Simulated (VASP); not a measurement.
AlGaN2, 4 atoms in the cell. It takes space group P-4m2 (No. 115, tetragonal). The conventional cell has a = 3.188 Å, b = 3.188 Å, c = 4.357 Å, α = 90.00°, β = 90.00°, γ = 90.00°. Al (site symmetry -4m2) has 4 N at 1.90 Å within 2.5 Å. Ga (site symmetry -4m2) has 4 N at 1.96 Å within 2.6 Å. Within 2.5 Å of N (site symmetry 2mm) lie 2 Al at 1.90 Å and 2 Ga at 1.96 Å.  This cell differs from its parent crystal: strain +0.015 along x and y, -0.015 along z.

| Item | Value |
| --- | --- |
| Program | VASP 6.6.1 |
| Task | single point |
| Functional | r2SCAN |
| Potentials or basis | VASP PAW PBE potentials, release 64 (Al, Ga_d, N_h) |
| Cutoff | 910 eV |
| k mesh | 8 × 8 × 6 |
| Occupations | gaussian, width 0.05 eV |
| Spin | no spin polarisation |
| Dipole correction | no |
| Further INCAR settings | ALGO = Normal; EDIFF = 1e-06; NBANDS = 21 |

Potentials or basis: VASP PAW PBE potentials, release 64 (Al, Ga_d, N_h).

Launch:

```bash
$ cat potpaw_PBE.64/Al/POTCAR potpaw_PBE.64/Ga_d/POTCAR potpaw_PBE.64/N_h/POTCAR > POTCAR
$ cp INCAR.step1 INCAR
$ mpirun -np 1 vasp_std > vasp.out
$ cp INCAR.step2 INCAR
$ mpirun -np 1 vasp_std > vasp.out
```

Hardware: 1 thread of Intel(R) Xeon(R) 6975P-C (Granite Rapids), with other jobs on the host.

Task: Estimate the wall time of this run.

Result: It took 2.1 min on 1 thread of Intel(R) Xeon(R) 6975P-C (Granite Rapids), on a shared host, peak memory 0.3 GiB. Counts: k points 60.
